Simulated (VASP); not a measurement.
# TiAl (Amm2) in VASP: notebook

TiAl is run at these levels: PBEsol; tasks: single point.

All numbers are computed with VASP 6.6.1; they aren't measurements. Logs are shortened: lines on timing, memory, paths and dates and some standing lists are left out, and cuts for length are marked.

## Step 1: The cell of the first run

Symmetry: Amm2, No. 38, orthorhombic system. Conventional cell: a = 4.620 Å, b = 2.848 Å, c = 4.933 Å, α = 90.00°, β = 90.00°, γ = 90.00°. Within 3.7 Å of Ti (site symmetry mm2) lie 6 Al at 2.79 to 2.93 Å and 6 Ti at 2.85 Å. Within 3.7 Å of Al (site symmetry mm2) lie 6 Ti at 2.79 to 2.93 Å and 6 Al at 2.85 Å.

## Step 2: Single point, PBEsol (mode 4 (182.5 1/cm) frozen in, largest displacement +0.100 Å)

Input file INCAR:

```
ALGO = Fast
EDIFF = 1E-6
ENCUT = 520
GGA = PS
ISIF = 2
ISMEAR = 0
LASPH = True
LCHARG = False
LREAL = False
LWAVE = False
NBANDS = 14
NELM = 100
PREC = Accurate
SIGMA = 0.15
```

Input file KPOINTS:

```
k-points
0
Gamma
  24 24 14
```

Input file POSCAR:

```
TiAl
1.0
    2.8478212847      0.0000000000      0.0000000000
   -1.4239106423      2.4662855780      0.0000000000
    0.0000000000      0.0000000000      4.6199447394
Ti Al
1 1
Direct
   -0.0114276555     -0.0228553110      0.0000000000
    0.3536067358      0.7072134715      0.5000000000
```

Potentials or basis: VASP PAW PBE potentials, release 64 (Ti_sv, Al).

Launch:

```console
$ cat potpaw_PBE.64/Ti_sv/POTCAR potpaw_PBE.64/Al/POTCAR > POTCAR
$ mpirun -np 1 vasp_std > vasp.out
```

OUTCAR:

```text
EDIFF = 1E-6
   ENCUT = 520
   GGA = PS
   ISIF = 2
   ISMEAR = 0
   LASPH = True
   LREAL = False
   NELM = 100
   PREC = Accurate

 ion  position               nearest neighbor table
   1  0.989  0.977  0.000-   2 2.79   2 2.79   2 2.79   2 2.79   2 2.93   2 2.93
   2  0.354  0.707  0.500-   1 2.79   1 2.79   1 2.79   1 2.79   1 2.93   1 2.93

  LATTYP: Found a hexagonal cell.
 ALAT       =     2.8478212847
 C/A-ratio  =     1.6222734075

  Lattice vectors:

 A1 = (   2.8478212847,   0.0000000000,   0.0000000000)
 A2 = (  -1.4239106423,   2.4662855780,   0.0000000000)
 A3 = (   0.0000000000,   0.0000000000,   4.6199447394)

Analysis of symmetry for initial positions (statically):
=====================================================================
 Subroutine PRICEL returns:
 Original cell was already a primitive cell.

 Routine SETGRP: Setting up the symmetry group for a
 hexagonal supercell.

 Subroutine GETGRP returns: Found  4 space group operations
 (whereof  4 operations were pure point group operations)
 out of a pool of 24 trial point group operations.

The static configuration has the point symmetry C_2v.

Analysis of symmetry for dynamics (positions and initial velocities):
=====================================================================
 Subroutine PRICEL returns:
 Original cell was already a primitive cell.

 Routine SETGRP: Setting up the symmetry group for a
 hexagonal supercell.

 Subroutine GETGRP returns: Found  4 space group operations
 (whereof  4 operations were pure point group operations)
 out of a pool of 24 trial point group operations.

The dynamic configuration has the point symmetry C_2v.

 Subroutine INISYM returns: Found  4 space group operations
 (whereof  4 operations are pure point group operations),
 and found     1 'primitive' translations

----------------------------------------------------------------------------------------

                                     Primitive cell

  volume of cell :      32.4484

  direct lattice vectors                    reciprocal lattice vectors
     2.847821285  0.000000000  0.000000000     0.351145630  0.202734024  0.000000000
    -1.423910642  2.466285578  0.000000000     0.000000000  0.405468048  0.000000000
     0.000000000  0.000000000  4.619944739     0.000000000  0.000000000  0.216452805

  length of vectors
     2.847821285  2.847821285  4.619944739     0.405468048  0.405468048  0.216452805

  position of ions in fractional coordinates (direct lattice)
     0.988572344  0.977144689  0.000000000
     0.353606736  0.707213471  0.500000000

  ion indices of the primitive-cell ions
   primitive index   ion index
                 1           1
                 2           2

----------------------------------------------------------------------------------------

 KPOINTS: k-points

Automatic generation of k-mesh.
 Grid dimensions read from file:
 generate k-points for:   24   24   14

 Generating k-lattice:

  Cartesian coordinates                     Fractional coordinates (reciprocal lattice)
     0.014631068  0.008447251  0.000000000     0.041666667 -0.000000000  0.000000000
     0.000000000  0.016894502  0.000000000     0.000000000  0.041666667  0.000000000
     0.000000000  0.000000000  0.015460915     0.000000000  0.000000000  0.071428571

  Length of vectors
     0.016894502  0.016894502  0.015460915

  Shift w.r.t. Gamma in fractional coordinates (k-lattice)
     0.000000000  0.000000000  0.000000000

 Subroutine IBZKPT returns following result:
 ===========================================

 Found   1256 irreducible k-points:

 Following reciprocal coordinates:
            Coordinates               Weight
  0.000000  0.000000  0.000000      1.000000
  0.041667  0.000000  0.000000      4.000000
  0.000000  0.041667  0.000000      2.000000
  0.083333 -0.000000  0.000000      4.000000
  0.000000  0.083333  0.000000      2.000000
  0.125000 -0.000000  0.000000      4.000000
[... 16 lines left out ...]
  0.000000  0.458333  0.000000      2.000000
  0.500000 -0.000000  0.000000      2.000000
 [... further k-points ...]
   k-points           NKPTS =   1256   k-points in BZ     NKDIM =   1256   number of bands    NBANDS=     14
   number of dos      NEDOS =    301   number of ions     NIONS =      2
   total plane-waves  NPLWV =  20736
   dimension x,y,z NGX =    24 NGY =   24 NGZ =   36
   dimension x,y,z NGXF=    48 NGYF=   48 NGZF=   72
   ions per type =               1   1
   NGX,Y,Z   is equivalent  to a cutoff of  14.01, 14.01, 12.95 a.u.
   NGXF,Y,Z  is equivalent  to a cutoff of  28.02, 28.02, 25.91 a.u.
 SYSTEM =  unknown system
   PREC   = accura    normal or accurate (medium, high low for compatibility)
   ISTART =      0    job   : 0-new  1-cont  2-samecut
   ICHARG =      2    charge: 1-file 2-atom 10-const
   ISPIN  =      1    spin polarized calculation?
   LNONCOLLINEAR =      F non collinear calculations
   LSORBIT =      F    spin-orbit coupling
   LASPH  =      T    aspherical Exc in radial PAW
   ENCUT  =  520.0 eV  38.22 Ry    6.18 a.u.   5.30  5.30  8.59*2*pi/ulx,y,z
   NELM   =    100;   NELMIN=  2; NELMDL= -5     # of ELM steps
   EDIFF  = 0.1E-05   stopping-criterion for ELM
   LREAL  =      F    real-space projection
   EDIFFG = 0.1E-04   stopping-criterion for IOM
   NSW    =      0    number of steps for IOM
   IBRION =     -1    ionic relax: 0-MD 1-quasi-New 2-CG
   NFREE  =      0    steps in history (QN), initial steepest desc. (CG)
   ISIF   =      2    stress and relaxation
   ISYM   =      2    0-nonsym 1-usesym 2-fastsym
   POTIM  = 0.5000    time-step for ionic-motion
   TEBEG  =    0.0;   TEEND  =   0.0 temperature during run
   PSTRESS=    0.0 pullay stress
   NELECT =      15.0000    total number of electrons
   NUPDOWN=      -1.0000    fix difference up-down
   EMIN   =  10.00;   EMAX   =-10.00  energy-range for DOS
   EFERMI =   0.00;   METHOD = LEGACY
   ISMEAR =     0;   SIGMA  =   0.15  broadening in eV -4-tet -1-fermi 0-gaus
   EFERMI_NEDOS =   21; number of points for ismear=-14 and -15
   IALGO  =     68    algorithm
   IMIX   =      4    mixing-type and parameters
     AMIX     =   0.40;   BMIX     =  1.00
     AMIX_MAG =   1.60;   BMIX_MAG =  1.00
  volume/ion in A,a.u.               =      16.22       109.49
  Fermi-wavevector in a.u.,A,eV,Ry     =   1.265827  2.392066 21.800854  1.602318
  Thomas-Fermi vector in A             =   2.399060
   LORBIT       =      0    0 simple, 1 ext, 2 COOP (PROOUT), +10 PAW based schemes
   GGA     = PS    functional components
   LHFCALC =     F    Hartree Fock is set to
   AEXX    =    0.0000 exact exchange contribution
   IVDW    =     0    specifies the selected vdW correction
   LEPSILON=     F    determine dielectric tensor
   LRPA    =     F    only Hartree local field effects (RPA)
 non-spin polarized calculation
 RMM-DIIS sequential band-by-band and
 Gauss-broadening in eV      SIGMA  =   0.15
  energy-cutoff  :      520.00
  volume of cell :       32.45
 maximum number of plane-waves:       888
 NGX is ok and might be reduce to    24
   NGX = 11   NGY = 11   NGZ = 17

 number of electron      15.0000002 magnetization

 Free energy of the ion-electron system (eV)
  ---------------------------------------------------
  ext. energy  EPLUGINS =         0.00000000
  ---------------------------------------------------
  free energy    TOTEN  =       -12.92403220 eV

  energy without entropy =      -12.89495680  energy(sigma->0) =      -12.90949450

 E-fermi :   8.0363     XC(G=0): -11.1440

 val. band max:        8.0362339048   @ k =  -0.2083   0.1667   0.4286
 cond. band min:       8.0365246439   @ k =   0.3333   0.3333   0.4286
 fundamental gap:      0.0002907391
 Fermi energy:         8.0362508599

 k-point     1 :       0.0000    0.0000    0.0000
  band No.  band energies     occupation
      1     -48.1948      2.00000
      2     -24.6234      2.00000
      3     -24.1813      2.00000
      4     -24.1696      2.00000
      5      -0.9973      2.00000
      6       5.7270      2.00000
      7       6.2487      2.00000
      8       9.3340      0.00000
      9       9.3537      0.00000
     10      10.8321      0.00000
     11      10.9031      0.00000
     12      12.1206      0.00000
     13      21.0478      0.00000
     14      21.1204      0.00000

 k-point     2 :       0.0417    0.0000    0.0000
  band No.  band energies     occupation
      1     -48.1930      2.00000
      2     -24.6216      2.00000
      3     -24.1874      2.00000
      4     -24.1770      2.00000
      5      -0.9533      2.00000
      6       5.7754      2.00000
      7       6.2518      2.00000
      8       9.3036      0.00000
      9       9.3765      0.00000
     10      10.8351      0.00000
     11      10.8990      0.00000
     12      12.1314      0.00000
     13      20.1939      0.00000
     14      20.5695      0.00000

 k-point     3 :       0.0000    0.0417    0.0000
  band No.  band energies     occupation
      1     -48.1930      2.00000
      2     -24.6216      2.00000
      3     -24.1922      2.00000
      4     -24.1721      2.00000
      5      -0.9535      2.00000
      6       5.7755      2.00000
      7       6.2542      2.00000
      8       9.2900      0.00000
      9       9.3901      0.00000
     10      10.8196      0.00000
     11      10.9111      0.00000
     12      12.1292      0.00000
     13      20.2373      0.00000
     14      20.5336      0.00000
[... 324 lines left out ...]
 k-point    23 :       0.0000    0.4583    0.0000
  band No.  band energies     occupation
      1     -48.0915      2.00000
      2     -24.7922      2.00000
      3     -24.5225      2.00000
      4     -24.3101      2.00000
      5       3.7863      2.00000
      6       5.6392      2.00000
      7       6.5572      2.00000
      8       7.0862      2.00000
      9      10.1594      0.00000
     10      11.9989      0.00000
     11      12.0445      0.00000
     12      12.2436      0.00000
     13      13.4712      0.00000
     14      16.0153      0.00000

 k-point    24 :       0.5000   -0.0000    0.0000
  band No.  band energies     occupation
      1     -48.0895      2.00000
      2     -24.7959      2.00000
      3     -24.5199      2.00000
      4     -24.3213      2.00000
      5       4.2683      2.00000
      6       5.2326      2.00000
      7       6.4018      2.00000
      8       7.0082      2.00000
      9      10.1882      0.00000
     10      12.1110      0.00000
     11      12.2255      0.00000
     12      12.3872      0.00000
     13      13.5697      0.00000
     14      16.0295      0.00000

 [... further k-points ...]

------------------------ aborting loop because EDIFF is reached ----------------------------------------

  FORCE on cell =-STRESS in cart. coord.  units (eV):
  Direction    XX          YY          ZZ          XY          YZ          ZX
  --------------------------------------------------------------------------------------
  -------------------------------------------------------------------------------------
  Total        0.5437219     -0.5324225      0.1107454     -0.0000000      0.0000000      0.0000000
  in kB       26.8469254    -26.2890003      5.4681888     -0.0000000      0.0000000      0.0000000
  external PRESSURE =       2.0087046 kB  Pullay stress =       0.0000000 kB

 VOLUME and BASIS-vectors are now :
 -----------------------------------------------------------------------------
  energy-cutoff  :      520.00
  volume of cell :       32.45
      direct lattice vectors                 reciprocal lattice vectors
     2.847821285  0.000000000  0.000000000     0.351145630  0.202734024  0.000000000
    -1.423910642  2.466285578  0.000000000     0.000000000  0.405468048  0.000000000
     0.000000000  0.000000000  4.619944739     0.000000000  0.000000000  0.216452805

 POSITION                                       TOTAL-FORCE (eV/Angst)
 -----------------------------------------------------------------------------------
      1.42391      2.40992      0.00000         0.000000      0.262401      0.000000
      0.00000      1.74419      2.30997        -0.000000     -0.262401      0.000000
 -----------------------------------------------------------------------------------
    total drift:                               -0.000000      0.000131     -0.000000

  FREE ENERGIE OF THE ION-ELECTRON SYSTEM (eV)
  ---------------------------------------------------
  free  energy   TOTEN  =       -12.9240322022 eV

  energy  without entropy=      -12.8949567982  energy(sigma->0) =      -12.90949450
```

It took 13 min on 1 thread of Intel Xeon Platinum 8488C (Sapphire Rapids), shared host; peak memory 0.66 GiB.

Results:

* Free energy: -12.9240 eV
* Pressure: 0.2 GPa
* Largest force: 0.262 eV/Å

Forces on the atoms (eV/Å):
```
Ti   0.000  0.262  0.000
Al   0.000 -0.262  0.000
```

Stress tensor (GPa, compression positive):
```
 2.68  0.00  0.00
 0.00 -2.63  0.00
 0.00  0.00  0.55
```

Caveat: the cell differs from its parent crystal (mode 4 (182.5 1/cm) frozen in, largest displacement +0.100 Å); the PAW data sets were made with another functional, which shifts forces and pressure a little.

## Step 3: Single point, PBEsol (mode 4 (182.5 1/cm) frozen in, largest displacement +0.175 Å)

Input file INCAR:

```
ALGO     = Fast           # electronic algorithm
EDIFF    = 1E-6           # SCF threshold, eV
ENCUT    = 520            # plane-wave cutoff, eV
GGA      = PS             # functional
ISIF     = 2              # what is computed and relaxed
ISMEAR   = 0              # smearing method
LASPH    = T              # aspherical terms in the spheres
LCHARG   = F              # write CHGCAR
LREAL    = F              # projectors in reciprocal space
LWAVE    = F              # write WAVECAR
NBANDS   = 14             # bands
NELM     = 100            # most SCF steps
PREC     = Accurate       # precision mode
SIGMA    = 0.15           # smearing width, eV
```

KPOINTS is that of step 2.

Input file POSCAR:

```
TiAl
1.0
    2.8478212847      0.0000000000      0.0000000000
   -1.4239106423      2.4662855780      0.0000000000
    0.0000000000      0.0000000000      4.6199447394
Ti Al
1 1
Direct
   -0.0199983972     -0.0399967943      0.0000000000
    0.3688117876      0.7376235751      0.5000000000
```

Potentials or basis: VASP PAW PBE potentials, release 64 (Ti_sv, Al).

Launch:

```console
$ cat potpaw_PBE.64/Ti_sv/POTCAR potpaw_PBE.64/Al/POTCAR > POTCAR
$ mpirun -np 1 vasp_std > vasp.out
```

It took 13 min on 1 thread of Intel Xeon Platinum 8488C (Sapphire Rapids), shared host; peak memory 0.66 GiB.

The run converged. Its results:

| Property | Result |
| --- | --- |
| Free energy | -12.8864 eV |
| Pressure | 0.7 GPa |
| Largest force | 0.366 eV/Å |

Forces in eV/Å, atoms in the order of the input:
```
Ti   0.000  0.366  0.000
Al   0.000 -0.366  0.000
```

Stress tensor (GPa, compression positive):
```
 4.78  0.00  0.00
 0.00 -4.46  0.00
 0.00  0.00  1.69
```

Levels at points of the mesh, in eV from the Fermi level:
```
           k point  band 4  band 5  band 6  band 7  band 8  band 9  band 10  band 11  band 12  band 13
(0.00, 0.00, 0.00)  -32.20   -9.03   -2.30   -1.78    1.29    1.33     2.77     2.89     4.07    13.01
(0.50, 0.00, 0.00)  -32.35   -3.77   -2.79   -1.67   -1.03    2.17     4.08     4.17     4.43     5.52
(0.00, 0.50, 0.00)  -32.34   -3.77   -2.90   -1.38   -0.99    2.10     3.83     4.08     4.40     5.48
(0.00, 0.00, 0.50)  -32.20   -8.09   -5.31   -0.44    1.32    1.35     2.70     2.81     6.98    11.40
(0.50, 0.00, 0.50)  -32.35   -3.72   -2.47   -1.77    0.48    0.93     1.95     3.15     4.08     6.80
(0.00, 0.50, 0.50)  -32.34   -3.71   -2.25   -2.01    0.72    1.02     1.89     2.88     4.08     6.61
```

Caveat: the cell differs from its parent crystal (mode 4 (182.5 1/cm) frozen in, largest displacement +0.175 Å); the PAW data sets were made with another functional, which shifts forces and pressure a little.
